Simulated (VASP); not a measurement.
Wanted: the native input for a VASP 6.6.1 run.

```yaml
Task: single point
Functional: PBE
Potentials_or_basis: VASP PAW PBE potentials, release 64 (Zn, Cd, Te)
Cutoff: 520 eV
k_mesh: 4 × 4 × 1
Occupations: gaussian, width 0.1 eV
Spin: no spin polarisation
Dipole_correction: no
Further_INCAR_settings: ALGO = Normal; EDIFF = 1e-07; NBANDS = 66
```

The structure of Zn5CdTe6 lies in POSCAR:

```
Zn5CdTe6
1.0
    4.4347782735     -0.0000761663      0.0003838715
   -0.0000806370      4.4346548423     -0.0001814506
   -0.0011170992     -0.0006751881     18.6783197211
Zn Cd Te
5 1 6
Direct
    0.5003854908      0.4997144014      0.1753078408
   -0.0001028837      0.0001222211      0.3377066816
    0.5004481664      0.4996281677      0.5000024361
    0.0000802855     -0.0001633468      0.6622879240
    0.4996310686      0.5005504935      0.8246802399
   -0.0004546339      0.0000938248     -0.0000024425
    0.4999392121     -0.0002106203      0.2565488905
    0.0003377787      0.5000902307      0.4188589752
    0.5001194248     -0.0002834985      0.5811449567
   -0.0002569031      0.4999393453      0.7434586345
    0.4996291522      0.0004674894      0.9053187086
    0.0002438417      0.5000512918      0.0946871547
```

These files were run (other wordings do the same):

INCAR

```
PREC = Accurate
ENCUT = 520
EDIFF = 1E-7
ISMEAR = 0
SIGMA = 0.1
LREAL = False
LASPH = True
NELM = 60
ALGO = Normal
ISIF = 2
LWAVE = False
LCHARG = True
GGA = PE
LELF = True
LVHAR = True
NBANDS = 66
```

KPOINTS

```
Automatic mesh
0
Gamma
  4 4 1
```

Potentials or basis: VASP PAW PBE potentials, release 64 (Zn, Cd, Te).

Launch:

```console
$ cat potpaw_PBE.64/Zn/POTCAR potpaw_PBE.64/Cd/POTCAR potpaw_PBE.64/Te/POTCAR > POTCAR
$ mpirun -np 1 vasp_std > vasp.out
```

Results of the run:

```yaml
Pressure: 0.1 GPa
Largest_force: 0.009 eV/Å
Band_gap_on_the_k_mesh: 0.93 eV
```

Caveat: spin-orbit coupling is left out, which moves the levels of the heavy elements.

Wall time 3.6 min on 1 thread of Intel(R) Xeon(R) Platinum 8488C (Sapphire Rapids) (shared host), peak memory 0.55 GiB.
